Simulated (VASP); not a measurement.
# Sn (Im-3m) in VASP: notebook, part 2 of 2

VASP 6.6.1.

## (4) Single point, PBE0

This run uses another cell than the first one, of 28.27 Å³/atom.

File POSCAR:

```
Sn
1.0
   -1.9190361928      1.9190361928      1.9190361928
    1.9190361928     -1.9190361928      1.9190361928
    1.9190361928      1.9190361928     -1.9190361928
Sn
1
Direct
    0.0000000000      0.0000000000      0.0000000000
```

File INCAR.step1:

```
SYSTEM = Sn
PREC     = Accurate       ! precision mode
ENCUT    = 520            ! plane-wave cutoff, eV
EDIFF    = 1E-5           ! SCF threshold, eV
ISMEAR   = -1             ! smearing method
SIGMA    = 0.05           ! smearing width, eV
LREAL    = .FALSE.        ! projectors in reciprocal space
LASPH    = .TRUE.         ! aspherical terms in the spheres
NELM     = 60             ! most SCF steps
ALGO     = Normal         ! electronic algorithm
ISIF     = 2              ! what is computed and relaxed
LWAVE    = .TRUE.         ! write WAVECAR
LCHARG   = .FALSE.        ! write CHGCAR
NBANDS   = 13             ! bands
GGA      = PE             ! functional
```

File INCAR.step2:

```
SYSTEM = Sn
PREC     = Accurate       ! precision mode
ENCUT    = 520            ! plane-wave cutoff, eV
EDIFF    = 1E-7           ! SCF threshold, eV
ISMEAR   = -1             ! smearing method
SIGMA    = 0.05           ! smearing width, eV
LREAL    = .FALSE.        ! projectors in reciprocal space
LASPH    = .TRUE.         ! aspherical terms in the spheres
NELM     = 60             ! most SCF steps
ALGO     = Normal         ! electronic algorithm
ISIF     = 2              ! what is computed and relaxed
LWAVE    = .FALSE.        ! write WAVECAR
LCHARG   = .FALSE.        ! write CHGCAR
GGA      = PE             ! functional
LHFCALC  = .TRUE.         ! exact exchange
AEXX     = 0.25           ! exact-exchange fraction
PRECFOCK = Normal       
NBANDS   = 13             ! bands
ISTART   = 1
```

File KPOINTS:

```
Automatic mesh
0
G
  5 5 5
  0 0 0
```

Potentials or basis: VASP PAW PBE potentials, release 64 (Sn_d).

On the command line:

```
> cat potpaw_PBE.64/Sn_d/POTCAR > POTCAR
> cp INCAR.step1 INCAR
> mpirun -np 1 vasp_std > vasp.out
> cp INCAR.step2 INCAR
> mpirun -np 1 vasp_std > vasp.out
```

OUTCAR:

```text
SYSTEM = Sn
   PREC = Accurate
   ENCUT = 520
   EDIFF = 1E-7
   ISMEAR = -1
   LREAL = .FALSE.
   LASPH = .TRUE.
   NELM = 60
   ISIF = 2
   GGA = PE
   LHFCALC = .TRUE.
   AEXX = 0.25
   PRECFOCK = Normal
   ISTART = 1

 ion  position               nearest neighbor table
   1  0.000  0.000  0.000-

  LATTYP: Found a body centered cubic cell.
 ALAT       =     3.8380723856

  Lattice vectors:

[... 331 lines left out ...]
     10      12.4206      0.00000
     11      14.7882      0.00000
     12      25.7296      0.00000
     13      26.7362      0.00000

------------------------ aborting loop because EDIFF is reached ----------------------------------------

  FORCE on cell =-STRESS in cart. coord.  units (eV):
  Direction    XX          YY          ZZ          XY          YZ          ZX
  --------------------------------------------------------------------------------------
  -------------------------------------------------------------------------------------
  Total        0.3908480      0.3908480      0.3908480      0.0000000      0.0000000     -0.0000000
  in kB       22.1517965     22.1517965     22.1517965      0.0000000      0.0000000     -0.0000000
  external PRESSURE =      22.1517965 kB  Pullay stress =       0.0000000 kB

 VOLUME and BASIS-vectors are now :
 -----------------------------------------------------------------------------
  energy-cutoff  :      520.00
  volume of cell :       28.27
      direct lattice vectors                 reciprocal lattice vectors
    -1.919036193  1.919036193  1.919036193     0.000000000  0.260547457  0.260547457
     1.919036193 -1.919036193  1.919036193     0.260547457  0.000000000  0.260547457
     1.919036193  1.919036193 -1.919036193     0.260547457  0.260547457  0.000000000

 POSITION                                       TOTAL-FORCE (eV/Angst)
 -----------------------------------------------------------------------------------
      0.00000      0.00000      0.00000         0.000000      0.000000      0.000000
 -----------------------------------------------------------------------------------
    total drift:                                0.000000     -0.000000      0.000000

  FREE ENERGIE OF THE ION-ELECTRON SYSTEM (eV)
  ---------------------------------------------------
  free  energy   TOTEN  =        -4.6062464898 eV

  energy  without entropy=       -4.6029533384  energy(sigma->0) =       -4.60459991
```

OSZICAR.step1:

```text
N       E                     dE             d eps       ncg     rms          rms(c)
DAV:   1     0.777660869452E+02    0.77766E+02   -0.73383E+03   260   0.158E+03
DAV:   2     0.156892485584E+01   -0.76197E+02   -0.74049E+02   265   0.331E+02
DAV:   3    -0.348024027302E+01   -0.50492E+01   -0.50226E+01   328   0.709E+01
DAV:   4    -0.357749260235E+01   -0.97252E-01   -0.97219E-01   285   0.102E+01
DAV:   5    -0.358099002362E+01   -0.34974E-02   -0.34973E-02   354   0.188E+00    0.117E+00
DAV:   6    -0.357491809045E+01    0.60719E-02   -0.64328E-03   320   0.133E+00    0.650E-01
DAV:   7    -0.357290057579E+01    0.20175E-02   -0.41585E-03   325   0.102E+00    0.836E-02
DAV:   8    -0.357283353434E+01    0.67041E-04   -0.45355E-04   330   0.352E-01    0.209E-02
DAV:   9    -0.357283065989E+01    0.28745E-05   -0.82685E-06   205   0.470E-02
   1 F= -.35728307E+01 E0= -.35594260E+01  d E =-.268094E-01
```

Run time: 3.4 min. Hardware: 1 thread of Intel Xeon 6975P-C (Granite Rapids), shared host; peak memory 0.17 GiB.

Results:

* Free energy: -4.6062 eV
* Pressure: 2.2 GPa
* Band gap on the k mesh: zero (bands 7 and 8 overlap by 11.39 eV)

Caveat: the k points lie up to 0.46 Å⁻¹ apart, too coarse for converged energies and pressures of a metal; the PAW data sets were made with another functional, which shifts forces and pressure a little; spin-orbit coupling is left out, which moves the levels of the heavy elements.

## (5) Single point, PBE0, non-collinear spin, zero start, spin-orbit coupling

File POSCAR:

```
Sn
1.0
   -1.8946518192      1.8946518192      1.8946518192
    1.8946518192     -1.8946518192      1.8946518192
    1.8946518192      1.8946518192     -1.8946518192
Sn
1
Direct
    0.0000000000      0.0000000000      0.0000000000
```

File INCAR.step1:

```
SYSTEM = Sn
  ALGO = Normal
  EDIFF = 1E-5
  ENCUT = 520
  GGA = PE
  GGA_COMPAT = .False.
  ISIF = 2
  ISMEAR = -1
  LASPH = .True.
  LCHARG = .False.
  LORBIT = 11
  LORBMOM = .True.
  LREAL = .False.
  LSORBIT = .True.
  LWAVE = .True.
  MAGMOM = 0 0 0
  NBANDS = 25
  NELM = 150
  PREC = Accurate
  SIGMA = 0.05
```

File INCAR.step2:

```
SYSTEM = Sn
  AEXX = 0.25
  ALGO = Normal
  EDIFF = 1E-6
  ENCUT = 520
  GGA = PE
  GGA_COMPAT = .False.
  ISIF = 2
  ISMEAR = -1
  ISTART = 1
  LASPH = .True.
  LCHARG = .False.
  LHFCALC = .True.
  LORBIT = 11
  LORBMOM = .True.
  LREAL = .False.
  LSORBIT = .True.
  LWAVE = .False.
  MAGMOM = 0 0 0
  NBANDS = 25
  NELM = 150
  PREC = Accurate
  PRECFOCK = Normal
  SIGMA = 0.05
```

File KPOINTS:

```
k-points
0
Gamma
  4 4 4
  0 0 0
```

On the command line:

```
> cat potpaw_PBE.64/Sn_d/POTCAR > POTCAR
> cp INCAR.step1 INCAR
> mpirun -np 1 vasp_ncl > vasp.out
> cp INCAR.step2 INCAR
> mpirun -np 1 vasp_ncl > vasp.out
```

Run time: 15 min. Hardware: 1 thread of Intel Xeon 6975P-C (Granite Rapids), shared host; peak memory 0.21 GiB.

It converged, with:

* Free energy: -4.8424 eV
* Pressure: -1.2 GPa
* Net moment: 0.14 μB per cell
* Valence electrons inside the program's atomic spheres: Sn 12.19

Moments on the atoms (μB; x, y, z):
```
Sn  0.00 0.00 0.00
```

Caveat: the k points lie up to 0.59 Å⁻¹ apart; a moment this small can come from the mesh or the smearing; the PAW data sets were made with another functional, which shifts forces and pressure a little.

## (6) The runs side by side

| task | level | spin | cell | k mesh | cutoff (eV) | gap on the mesh (eV) | pressure (GPa) |
| --- | --- | --- | --- | --- | --- | --- | --- |
| relaxation of cell and atoms | PBEsol-based global hybrid with 25 % exact exchange | off | relaxed from a = 3.282 Å, angles 109.5°, 1 atom | 5 × 5 × 5 | 600 | none | 0.0 |
| single point | PBEsol-based global hybrid with 25 % exact exchange | off | a = 3.282 Å, angles 109.5°, 1 atom | 5 × 5 × 5 | 520 | none | -0.3 |
| single point | PBE0 | off | a = 3.324 Å, angles 109.5°, 1 atom | 5 × 5 × 5 | 520 | none | 2.2 |
| single point | PBE0 | non-collinear, zero start, SOC | a = 3.282 Å, angles 109.5°, 1 atom | 4 × 4 × 4 | 520 | - | -1.2 |

Alike in all rows: potentials or basis VASP PAW PBE potentials, release 64 (Sn_d); smearing fermi-dirac 0.05 eV.

Caveats: all runs use coarse meshes; the PAW data sets were made with another functional, which shifts forces and pressure a little; spin-orbit coupling is left out, which moves the levels of the heavy elements (at least some runs); a moment this small can come from the mesh or the smearing (at least some runs).

Total energies depend on the potentials used, so only differences within one code and one set of settings carry meaning.
